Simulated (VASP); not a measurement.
# Mg2C (I4/mmm) in VASP: notebook

Mg2C is run at these levels: PBE, r2SCAN, HSE06; tasks: single point.

Program: VASP 6.6.1. These are calculated values, not measurements. Logs are shortened: lines on timing, memory, paths and dates and some standing lists are left out, and cuts for length are marked.

## (1) The cell of the first run

Symmetry: I4/mmm, No. 139, tetragonal system. The conventional cell has a = 4.063 Å, b = 4.063 Å, c = 5.440 Å, α = 90.00°, β = 90.00°, γ = 90.00°. Within 3.2 Å of C (site symmetry 4/mmm) lie 8 Mg at 2.44 Å. Mg (site symmetry -4m2) has 4 C at 2.44 Å and 6 Mg at 2.72 to 2.87 Å within 3.2 Å.

## (2) Single point, PBE (epitaxial xy strain +6.0%)

Contents of INCAR:

```
SYSTEM = Mg2C
PREC     = Accurate       ! precision mode
ENCUT    = 520            ! plane-wave cutoff, eV
EDIFF    = 1E-6           ! SCF threshold, eV
ISMEAR   = -1             ! smearing method
SIGMA    = 0.02           ! smearing width, eV
LREAL    = .False.        ! projectors in reciprocal space
LASPH    = .True.         ! aspherical terms in the spheres
NELM     = 60             ! most SCF steps
ALGO     = Normal         ! electronic algorithm
ISIF     = 2              ! what is computed and relaxed
LWAVE    = .False.        ! write WAVECAR
LCHARG   = .False.        ! write CHGCAR
GGA      = PE             ! functional
NBANDS   = 11             ! bands
```

Contents of KPOINTS:

```
regular mesh
0
Gamma
  8 8 8
  0 0 0
```

Contents of POSCAR:

```
Mg2C
1.0
    0.0000000000      2.8727858924      2.7199853218
    2.8727858924      0.0000000000      2.7199853218
    2.8727858924      2.8727858924      0.0000000000
C Mg
1 2
Direct
    0.0000000000      0.0000000000      0.0000000000
    0.2500000000      0.2500000000      0.2500000000
    0.7500000000      0.7500000000      0.7500000000
```

Potentials or basis: VASP PAW PBE potentials, release 64 (C, Mg).

Run with:

```
$ cat potpaw_PBE.64/C/POTCAR potpaw_PBE.64/Mg/POTCAR > POTCAR
$ mpirun -np 1 vasp_std > vasp.out
```

OUTCAR:

```text
SYSTEM = Mg2C
   PREC = Accurate
   ENCUT = 520
   EDIFF = 1E-6
   ISMEAR = -1
   LREAL = .False.
   LASPH = .True.
   NELM = 60
   ISIF = 2
   GGA = PE

 ion  position               nearest neighbor table
   1  0.000  0.000  0.000-   2 2.44   3 2.44   3 2.44   3 2.44   3 2.44   2 2.44   2 2.44   2 2.44

   2  0.250  0.250  0.250-   1 2.44   1 2.44   1 2.44   1 2.44   3 2.72   3 2.72   3 2.87   3 2.87
                             3 2.87   3 2.87
   3  0.750  0.750  0.750-   1 2.44   1 2.44   1 2.44   1 2.44   2 2.72   2 2.72   2 2.87   2 2.87
                             2 2.87   2 2.87

  LATTYP: Found a body centered tetragonal cell.
 ALAT       =     4.0627327708
 C/A-ratio  =     1.3389929760

  Lattice vectors:

 A1 = (   0.0000000000,  -2.8727858924,  -2.7199853218)
 A2 = (   0.0000000000,   2.8727858924,  -2.7199853218)
 A3 = (   2.8727858924,   0.0000000000,   2.7199853218)

Analysis of symmetry for initial positions (statically):
=====================================================================
 Subroutine PRICEL returns:
 Original cell was already a primitive cell.

 Routine SETGRP: Setting up the symmetry group for a
 body centered tetragonal supercell.

 Subroutine GETGRP returns: Found 16 space group operations
 (whereof 16 operations were pure point group operations)
 out of a pool of 16 trial point group operations.

The static configuration has the point symmetry D_4h.

Analysis of symmetry for dynamics (positions and initial velocities):
=====================================================================
 Subroutine PRICEL returns:
 Original cell was already a primitive cell.

 Routine SETGRP: Setting up the symmetry group for a
 body centered tetragonal supercell.

 Subroutine GETGRP returns: Found 16 space group operations
 (whereof 16 operations were pure point group operations)
 out of a pool of 16 trial point group operations.

The dynamic configuration has the point symmetry D_4h.

 Subroutine INISYM returns: Found 16 space group operations
 (whereof 16 operations are pure point group operations),
 and found     1 'primitive' translations

----------------------------------------------------------------------------------------

                                     Primitive cell

  volume of cell :      44.8955

  direct lattice vectors                    reciprocal lattice vectors
     0.000000000  2.872785892  2.719985322    -0.174047081  0.174047081  0.183824521
     2.872785892  0.000000000  2.719985322     0.174047081 -0.174047081  0.183824521
     2.872785892  2.872785892  0.000000000     0.174047081  0.174047081 -0.183824521

  length of vectors
     3.956162147  3.956162147  4.062732771     0.307207141  0.307207141  0.307207141

  position of ions in fractional coordinates (direct lattice)
     0.000000000  0.000000000  0.000000000
     0.250000000  0.250000000  0.250000000
     0.750000000  0.750000000  0.750000000

  ion indices of the primitive-cell ions
   primitive index   ion index
                 1           1
                 2           2
                 3           3

----------------------------------------------------------------------------------------

 KPOINTS: regular mesh

Automatic generation of k-mesh.
 Grid dimensions read from file:
 generate k-points for:    8    8    8

 Generating k-lattice:

  Cartesian coordinates                     Fractional coordinates (reciprocal lattice)
    -0.021755885  0.021755885  0.022978065     0.125000000 -0.000000000  0.000000000
     0.021755885 -0.021755885  0.022978065    -0.000000000  0.125000000  0.000000000
     0.021755885  0.021755885 -0.022978065     0.000000000  0.000000000  0.125000000

  Length of vectors
     0.038400893  0.038400893  0.038400893

  Shift w.r.t. Gamma in fractional coordinates (k-lattice)
     0.000000000  0.000000000  0.000000000

 Subroutine IBZKPT returns following result:
 ===========================================

 Found     59 irreducible k-points:

 Following reciprocal coordinates:
            Coordinates               Weight
  0.000000  0.000000  0.000000      1.000000
  0.125000  0.000000  0.000000      8.000000
  0.250000  0.000000  0.000000      8.000000
  0.375000  0.000000  0.000000      8.000000
  0.500000  0.000000  0.000000      4.000000
  0.125000  0.125000  0.000000      2.000000
[... 16 lines left out ...]
  0.250000  0.000000  0.125000     16.000000
  0.375000  0.000000  0.125000     16.000000
 [... further k-points ...]
   k-points           NKPTS =     59   k-points in BZ     NKDIM =     59   number of bands    NBANDS=     11
   number of dos      NEDOS =    301   number of ions     NIONS =      3
   total plane-waves  NPLWV =  27000
   dimension x,y,z NGX =    30 NGY =   30 NGZ =   30
   dimension x,y,z NGXF=    60 NGYF=   60 NGZF=   60
   ions per type =               1   2
   NGX,Y,Z   is equivalent  to a cutoff of  12.61, 12.61, 12.28 a.u.
   NGXF,Y,Z  is equivalent  to a cutoff of  25.21, 25.21, 24.55 a.u.
 SYSTEM =  Mg2C
   PREC   = accura    normal or accurate (medium, high low for compatibility)
   ISTART =      0    job   : 0-new  1-cont  2-samecut
   ICHARG =      2    charge: 1-file 2-atom 10-const
   ISPIN  =      1    spin polarized calculation?
   LNONCOLLINEAR =      F non collinear calculations
   LSORBIT =      F    spin-orbit coupling
   LASPH  =      T    aspherical Exc in radial PAW
   ENCUT  =  520.0 eV  38.22 Ry    6.18 a.u.   7.36  7.36  7.55*2*pi/ulx,y,z
   NELM   =     60;   NELMIN=  2; NELMDL= -5     # of ELM steps
   EDIFF  = 0.1E-05   stopping-criterion for ELM
   LREAL  =      F    real-space projection
   EDIFFG = 0.1E-04   stopping-criterion for IOM
   NSW    =      0    number of steps for IOM
   IBRION =     -1    ionic relax: 0-MD 1-quasi-New 2-CG
   NFREE  =      0    steps in history (QN), initial steepest desc. (CG)
   ISIF   =      2    stress and relaxation
   ISYM   =      2    0-nonsym 1-usesym 2-fastsym
   POTIM  = 0.5000    time-step for ionic-motion
   TEBEG  =    0.0;   TEEND  =   0.0 temperature during run
   PSTRESS=    0.0 pullay stress
   NELECT =       8.0000    total number of electrons
   NUPDOWN=      -1.0000    fix difference up-down
   EMIN   =  10.00;   EMAX   =-10.00  energy-range for DOS
   EFERMI =   0.00;   METHOD = LEGACY
   ISMEAR =    -1;   SIGMA  =   0.02  broadening in eV -4-tet -1-fermi 0-gaus
   EFERMI_NEDOS =   21; number of points for ismear=-14 and -15
   IALGO  =     38    algorithm
   IMIX   =      4    mixing-type and parameters
     AMIX     =   0.40;   BMIX     =  1.00
     AMIX_MAG =   1.60;   BMIX_MAG =  1.00
  volume/ion in A,a.u.               =      14.97       100.99
  Fermi-wavevector in a.u.,A,eV,Ry     =   0.921235  1.740882 11.546912  0.848674
  Thomas-Fermi vector in A             =   2.046629
   LORBIT       =      0    0 simple, 1 ext, 2 COOP (PROOUT), +10 PAW based schemes
   GGA     = PE    functional components
   LHFCALC =     F    Hartree Fock is set to
   AEXX    =    0.0000 exact exchange contribution
   IVDW    =     0    specifies the selected vdW correction
   LEPSILON=     F    determine dielectric tensor
   LRPA    =     F    only Hartree local field effects (RPA)
 non-spin polarized calculation
  energy-cutoff  :      520.00
  volume of cell :       44.90
 maximum number of plane-waves:      1223
 NGX is ok and might be reduce to    30
   NGX = 15   NGY = 15   NGZ = 15

 number of electron       8.0000000 magnetization

 Free energy of the ion-electron system (eV)
  ---------------------------------------------------
  ext. energy  EPLUGINS =         0.00000000
  ---------------------------------------------------
  free energy    TOTEN  =       -11.31074683 eV

  energy without entropy =      -11.31074681  energy(sigma->0) =      -11.31074682

 E-fermi :   3.4885     XC(G=0):  -9.5029

 val. band max:        3.2504906374   @ k =   0.0000   0.0000   0.0000
 cond. band min:       3.7259801418   @ k =   0.5000   0.5000   0.0000
 fundamental gap:      0.4754895044
 Fermi energy:         3.4884651156

 k-point     1 :       0.0000    0.0000    0.0000
  band No.  band energies     occupation
      1      -7.1397      2.00000
      2       3.0459      2.00000
      3       3.0459      2.00000
      4       3.2505      1.99999
      5       3.8617      0.00000
      6       8.7480      0.00000
      7       9.1860      0.00000
      8       9.1860      0.00000
      9      11.8338      0.00000
     10      12.4735      0.00000
     11      12.4737      0.00000

 k-point     2 :       0.1250    0.0000    0.0000
  band No.  band energies     occupation
      1      -6.9952      2.00000
      2       1.8879      2.00000
      3       2.9547      2.00000
      4       3.1242      2.00000
      5       4.8526      0.00000
      6       8.6884      0.00000
      7       9.2606      0.00000
      8       9.2888      0.00000
      9      10.8964      0.00000
     10      11.3678      0.00000
     11      12.8180      0.00000

 k-point     3 :       0.2500    0.0000    0.0000
  band No.  band energies     occupation
      1      -6.5979      2.00000
      2       0.3888      2.00000
      3       2.7580      2.00000
      4       2.9947      2.00000
      5       5.5569      0.00000
      6       8.5158      0.00000
      7       8.8383      0.00000
      8       9.3761      0.00000
      9      11.1210      0.00000
     10      11.3170      0.00000
     11      12.4194      0.00000
[... 267 lines left out ...]
 k-point    23 :       0.2500    0.0000    0.1250
  band No.  band energies     occupation
      1      -6.6455      2.00000
      2       0.7779      2.00000
      3       2.5465      2.00000
      4       2.7409      2.00000
      5       5.8203      0.00000
      6       8.2768      0.00000
      7       8.5448      0.00000
      8       9.5295      0.00000
      9      10.3867      0.00000
     10      12.2750      0.00000
     11      13.6210      0.00000

 k-point    24 :       0.3750    0.0000    0.1250
  band No.  band energies     occupation
      1      -6.1697      2.00000
      2      -0.3973      2.00000
      3       2.2228      2.00000
      4       2.5783      2.00000
      5       6.1583      0.00000
      6       7.5327      0.00000
      7       8.8872      0.00000
      8       9.4297      0.00000
      9      11.3044      0.00000
     10      12.8261      0.00000
     11      13.6445      0.00000

 [... further k-points ...]

------------------------ aborting loop because EDIFF is reached ----------------------------------------

  FORCE on cell =-STRESS in cart. coord.  units (eV):
  Direction    XX          YY          ZZ          XY          YZ          ZX
  --------------------------------------------------------------------------------------
  -------------------------------------------------------------------------------------
  Total       -3.2654979     -3.2654979      0.3387714      0.0000000     -0.0000000      0.0000000
  in kB     -116.5351450   -116.5351450     12.0896645      0.0000000     -0.0000000      0.0000000
  external PRESSURE =     -73.6602085 kB  Pullay stress =       0.0000000 kB

 VOLUME and BASIS-vectors are now :
 -----------------------------------------------------------------------------
  energy-cutoff  :      520.00
  volume of cell :       44.90
      direct lattice vectors                 reciprocal lattice vectors
     0.000000000  2.872785892  2.719985322    -0.174047081  0.174047081  0.183824521
     2.872785892  0.000000000  2.719985322     0.174047081 -0.174047081  0.183824521
     2.872785892  2.872785892  0.000000000     0.174047081  0.174047081 -0.183824521

 POSITION                                       TOTAL-FORCE (eV/Angst)
 -----------------------------------------------------------------------------------
      0.00000      0.00000      0.00000         0.000000     -0.000000      0.000000
      1.43639      1.43639      1.35999        -0.000000      0.000000      0.000000
      4.30918      4.30918      4.07998        -0.000000     -0.000000     -0.000000
 -----------------------------------------------------------------------------------
    total drift:                                0.000000     -0.000000     -0.000000

  FREE ENERGIE OF THE ION-ELECTRON SYSTEM (eV)
  ---------------------------------------------------
  free  energy   TOTEN  =       -11.3107468271 eV

  energy  without entropy=      -11.3107468130  energy(sigma->0) =      -11.31074682
```

It took 24 s on 1 thread of Intel Xeon Platinum 8488C (Sapphire Rapids), shared host; peak memory 0.18 GiB.

What came out:

* Free energy: -11.3107 eV
* Pressure: -7.4 GPa
* Band gap on the k mesh: 0.48 eV (least direct gap 0.61 eV)

Levels at points of the mesh, in eV from the valence-band top:
```
           k point  band 2  band 3  band 4  band 5  band 6  band 7
(0.00, 0.00, 0.00)   -0.20   -0.20    0.00    0.61    5.50    5.94
(0.50, 0.00, 0.00)   -4.60   -0.73   -0.41    2.40    4.79    5.32
(0.50, 0.50, 0.00)   -3.67   -1.81   -1.81    0.48    2.84    8.13
(0.50, 0.00, 0.50)   -4.16   -1.56   -1.43    0.65    3.60    7.51
```

Caveat: the cell differs from its parent crystal (epitaxial xy strain +6.0%); the cell stands under tension.

## (3) Single point, r2SCAN (epitaxial xy strain +6.0%)

POSCAR is that of step 2.

Contents of INCAR.step1:

```
SYSTEM = Mg2C
ALGO = Normal ; EDIFF = 1E-4
ENCUT = 520 ; GGA = PE
ISMEAR = 0 ; LASPH = .True.
LCHARG = .False. ; LREAL = .False.
LWAVE = .True. ; NBANDS = 11
NELM = 60 ; PREC = Accurate
SIGMA = 0.01
```

Contents of INCAR.step2:

```
SYSTEM = Mg2C
ALGO = Normal ; EDIFF = 1E-6
ENCUT = 520 ; ISIF = 2
ISMEAR = 0 ; ISTART = 1
LASPH = .True. ; LCHARG = .True.
LELF = .True. ; LMIXTAU = .True.
LREAL = .False. ; LVHAR = .True.
LWAVE = .False. ; METAGGA = R2SCAN
NBANDS = 11 ; NELM = 60
PREC = Accurate ; SIGMA = 0.01
```

Contents of KPOINTS:

```
k-points
0
Gamma
  8 8 8
  0 0 0
```

Potentials or basis: VASP PAW PBE potentials, release 64 (C, Mg).

Run with:

```
$ cat potpaw_PBE.64/C/POTCAR potpaw_PBE.64/Mg/POTCAR > POTCAR
$ cp INCAR.step1 INCAR
$ mpirun -np 1 vasp_std > vasp.out
$ cp INCAR.step2 INCAR
$ mpirun -np 1 vasp_std > vasp.out
```

Run time: 95 s. Hardware: 1 thread of Intel Xeon Platinum 8488C (Sapphire Rapids), shared host; peak memory 0.18 GiB.

It converged, with:

- Free energy: -17.5643 eV
- Pressure: -9.5 GPa
- Band gap on the k mesh: 0.82 eV (least direct gap 1.01 eV)

Stress tensor (GPa, compression positive):
```
-14.07   0.00   0.00
  0.00 -14.07   0.00
  0.00   0.00  -0.34
```

Levels at points of the mesh, in eV from the valence-band top:
```
           k point  band 2  band 3  band 4  band 5  band 6  band 7
(0.00, 0.00, 0.00)   -0.21   -0.21    0.00    1.01    6.01    6.48
(0.50, 0.00, 0.00)   -4.68   -0.76   -0.42    2.90    5.24    5.90
(0.50, 0.50, 0.00)   -3.73   -1.88   -1.88    0.82    3.40    8.97
(0.50, 0.00, 0.50)   -4.22   -1.62   -1.49    1.00    4.20    8.37
```

Caveat: the cell differs from its parent crystal (epitaxial xy strain +6.0%); the cell stands under tension; the PAW data sets were made with another functional, which shifts forces and pressure a little. A k mesh can miss the band edges.

## (4) Single point, HSE06 (epitaxial xy strain +6.0%)

POSCAR is that of step 3.

Contents of INCAR.step1:

```
PREC = Accurate
ENCUT = 520
EDIFF = 1E-5
ISMEAR = 0
SIGMA = 0.01
LREAL = False
LASPH = True
NELM = 80
ALGO = Normal
ISIF = 2
LWAVE = True
LCHARG = False
NBANDS = 11
GGA = PE
```

Contents of INCAR.step2:

```
PREC = Accurate
ENCUT = 520
EDIFF = 1E-7
ISMEAR = 0
SIGMA = 0.01
LREAL = False
LASPH = True
NELM = 80
ALGO = Normal
ISIF = 2
LWAVE = False
LCHARG = False
GGA = PE
LHFCALC = True
HFSCREEN = 0.2079
PRECFOCK = Normal
NBANDS = 11
ISTART = 1
```

Contents of KPOINTS:

```
regular mesh
0
Gamma
  6 6 6
```

Potentials or basis: VASP PAW PBE potentials, release 64 (C, Mg).

Run with:

```
$ cat potpaw_PBE.64/C/POTCAR potpaw_PBE.64/Mg/POTCAR > POTCAR
$ cp INCAR.step1 INCAR
$ mpirun -np 1 vasp_std > vasp.out
$ cp INCAR.step2 INCAR
$ mpirun -np 1 vasp_std > vasp.out
```

OUTCAR:

```text
PREC = Accurate
   ENCUT = 520
   EDIFF = 1E-7
   ISMEAR = 0
   LREAL = False
   LASPH = True
   NELM = 80
   ISIF = 2
   GGA = PE
   LHFCALC = True
   HFSCREEN = 0.2079
   PRECFOCK = Normal
   ISTART = 1

 ion  position               nearest neighbor table
   1  0.000  0.000  0.000-   2 2.44   3 2.44   3 2.44   3 2.44   3 2.44   2 2.44   2 2.44   2 2.44

   2  0.250  0.250  0.250-   1 2.44   1 2.44   1 2.44   1 2.44   3 2.72   3 2.72   3 2.87   3 2.87
                             3 2.87   3 2.87
[... 546 lines left out ...]
  Direction    XX          YY          ZZ          XY          YZ          ZX
  --------------------------------------------------------------------------------------
  -------------------------------------------------------------------------------------
  Total       -4.0035146     -4.0035146     -0.1987882      0.0000000     -0.0000000      0.0000000
  in kB     -142.8725929   -142.8725929     -7.0941143      0.0000000     -0.0000000      0.0000000
  external PRESSURE =     -97.6131001 kB  Pullay stress =       0.0000000 kB

 VOLUME and BASIS-vectors are now :
 -----------------------------------------------------------------------------
  energy-cutoff  :      520.00
  volume of cell :       44.90
      direct lattice vectors                 reciprocal lattice vectors
     0.000000000  2.872785892  2.719985322    -0.174047081  0.174047081  0.183824521
     2.872785892  0.000000000  2.719985322     0.174047081 -0.174047081  0.183824521
     2.872785892  2.872785892  0.000000000     0.174047081  0.174047081 -0.183824521

 POSITION                                       TOTAL-FORCE (eV/Angst)
 -----------------------------------------------------------------------------------
      0.00000      0.00000      0.00000         0.000000     -0.000000     -0.000000
      1.43639      1.43639      1.35999        -0.000000     -0.000000      0.000000
      4.30918      4.30918      4.07998         0.000000      0.000000     -0.000000
 -----------------------------------------------------------------------------------
    total drift:                               -0.000000     -0.000000      0.000001

  FREE ENERGIE OF THE ION-ELECTRON SYSTEM (eV)
  ---------------------------------------------------
  free  energy   TOTEN  =       -12.7058575154 eV

  energy  without entropy=      -12.7058575154  energy(sigma->0) =      -12.70585752
```

It took 24 min on 1 thread of Intel Xeon Platinum 8488C (Sapphire Rapids), shared host; peak memory 0.29 GiB.

Results:

| Quantity | Value |
| --- | --- |
| Free energy | -12.7059 eV |
| Pressure | -9.8 GPa |
| Band gap on the k mesh | 1.07 eV (least direct gap 1.29 eV) |

Stress tensor (GPa, compression positive):
```
-14.29   0.00   0.00
  0.00 -14.29   0.00
  0.00   0.00  -0.71
```

Levels at points of the mesh, in eV from the valence-band top:
```tsv
k point	band 1	band 2	band 3	band 4	band 5	band 6	band 7	band 8	band 9
(0.00, 0.00, 0.00)	-11.67	-0.21	-0.21	0.00	1.29	6.44	6.88	6.88	9.63
(0.50, 0.00, 0.00)	-10.24	-5.07	-0.80	-0.45	3.22	5.66	6.33	6.40	10.80
(0.50, 0.50, 0.00)	-9.71	-4.05	-2.01	-2.01	1.07	3.65	9.48	9.48	9.60
(0.50, 0.00, 0.50)	-9.84	-4.57	-1.73	-1.60	1.25	4.44	8.94	9.09	10.33
```

Caveat: the cell differs from its parent crystal (epitaxial xy strain +6.0%); the cell stands under tension; the PAW data sets were made with another functional, which shifts forces and pressure a little.

## (5) Summary

| level | k mesh | smearing | grid for exact exchange (PRECFOCK) | share of exact exchange | screening parameter | gap on the mesh (eV) | pressure (GPa) |
| --- | --- | --- | --- | --- | --- | --- | --- |
| PBE | 8 × 8 × 8 | fermi-dirac 0.02 eV | - | - | - | 0.48 | -7.4 |
| r2SCAN | 8 × 8 × 8 | gaussian 0.01 eV | - | - | - | 0.82 | -9.5 |
| HSE06 | 6 × 6 × 6 | gaussian 0.01 eV | Normal | 0.25 | 0.2079 1/Å | 1.07 | -9.8 |

Alike in all rows: task single point; potentials or basis VASP PAW PBE potentials, release 64 (C, Mg); no spin polarisation; cell as given; cutoff (eV) 520.

Caveats: the cell stands under tension; the PAW data sets were made with another functional, which shifts forces and pressure a little (at least some runs).

Absolute energies hang on the potentials; compare differences alone.
